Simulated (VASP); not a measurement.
Input of a VASP 6.6.1 run:

The input INCAR:

```
SYSTEM = Y
PREC = Accurate
ENCUT = 520
EDIFF = 1E-8
ISMEAR = -1
SIGMA = 0.08
LREAL = .FALSE.
LASPH = .TRUE.
NELM = 100
ALGO = Normal
ISIF = 2
LWAVE = .FALSE.
LCHARG = .FALSE.
LEFG = .TRUE.
NBANDS = 18
```

The input KPOINTS:

```
Automatic mesh
0
G
  12 12 7
  0 0 0
```

Contents of POSCAR:

```
Y
1.0
    3.6636305529      0.0000000000      0.0000000000
   -1.8318152764      3.1727971289      0.0000000000
    0.0000000000      0.0000000000      5.7664944924
Y
2
Direct
    0.3333333333      0.6666666667      0.2500000000
    0.6666666667      0.3333333333      0.7500000000
```

Potentials or basis: VASP PAW LDA potentials, release 64 (Y_sv).

Command:

```bash
$ cat potpaw_LDA.64/Y_sv/POTCAR > POTCAR
$ mpirun -np 1 vasp_std > vasp.out
```

Predict the band gap on the k mesh.

zero (band 11 reaches 3.62 eV, above the bottom of band 12 at 2.32 eV).

What does it give for the pressure?

-4.3 GPa.

Electric field gradients, principal values (V/Å²):
| atom | least | middle | greatest (by size) |
| --- | --- | --- | --- |
| 1 Y | -12.158 | -12.158 | 24.315 |
| 2 Y | -12.158 | -12.158 | 24.315 |

Caveat: without QUAD_EFG the Cq values of the log hold for a quadrupole moment of 1 mb, not for the nuclei.
